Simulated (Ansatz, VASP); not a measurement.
# Sc: VASP beside Ansatz

The input POSCAR:

```
Sc
1.0
    0.0000000000      2.3613200000      2.2705000000
    2.3613200000      0.0000000000      2.2705000000
    2.3613200000      2.3613200000      0.0000000000
Sc
1
Direct
    0.0000000000      0.0000000000      0.0000000000
```

INCAR.step1

```
SYSTEM = Sc
ALGO = Normal
EDIFF = 1E-4
ENCUT = 520
GGA = PE
ISMEAR = 0
LASPH = .TRUE.
LCHARG = .FALSE.
LREAL = .FALSE.
LWAVE = .TRUE.
NBANDS = 12
NELM = 60
PREC = Accurate
SIGMA = 0.15
```

Contents of INCAR.step2:

```
SYSTEM = Sc
ALGO = Normal
EDIFF = 1E-6
ENCUT = 520
ISIF = 2
ISMEAR = 0
ISTART = 1
LASPH = .TRUE.
LCHARG = .FALSE.
LMIXTAU = .TRUE.
LREAL = .FALSE.
LWAVE = .FALSE.
METAGGA = R2SCAN
NBANDS = 12
NELM = 60
PREC = Accurate
SIGMA = 0.15
```

KPOINTS

```
k-points
0
G
  18 18 18
  0 0 0
```

Input for Ansatz:

```yaml
crystal:
  lattice:
    - [0.0, 2.36132, 2.2705]
    - [2.36132, 0.0, 2.2705]
    - [2.36132, 2.36132, 0.0]
  atoms:
    - { symbol: Sc, position: [0.0, 0.0, 0.0] }
basis:
  ecutwfc: 500
kpoints:
  mp_grid: { grid: [18, 18, 18] }
hamiltonian:
  xc: r2scan
scf:
  occupations: { method: gaussian, width: 0.15 }
output:
  forces: true
  stress: true
  eigenvalues: true
```

Change from the starting cell: strain +0.040 along x and y, +0.000 along z, atoms carried along.

Alike in both runs: task single point; functional r2SCAN; k mesh 18 × 18 × 18; occupations gaussian, width 0.15 eV; no spin polarisation.

```csv
,VASP,Ansatz
version,VASP 6.6.1,Ansatz 0.2.0
potentials or method,"VASP PAW PBE potentials, release 64 (Sc_sv), cutoff 520 eV","scalar-relativistic, plane waves, PAW"
valence electrons in the cell,11,11
```

Ansatz gave:

```
gap on the k mesh at the Fermi level (eV)                     : none
pressure (GPa)                                                : -0.4
traceless stress, the component that is largest in VASP (GPa) : 0.36
```

What did VASP give for the same quantities?

gap on the k mesh at the Fermi level (eV): none; pressure (GPa): -0.2; traceless stress, the component that is largest in VASP (GPa): 0.36.

VASP's potentials were made for PBE, not for r2SCAN. A gap of «none» marks a metal or a gap that the smearing closes.
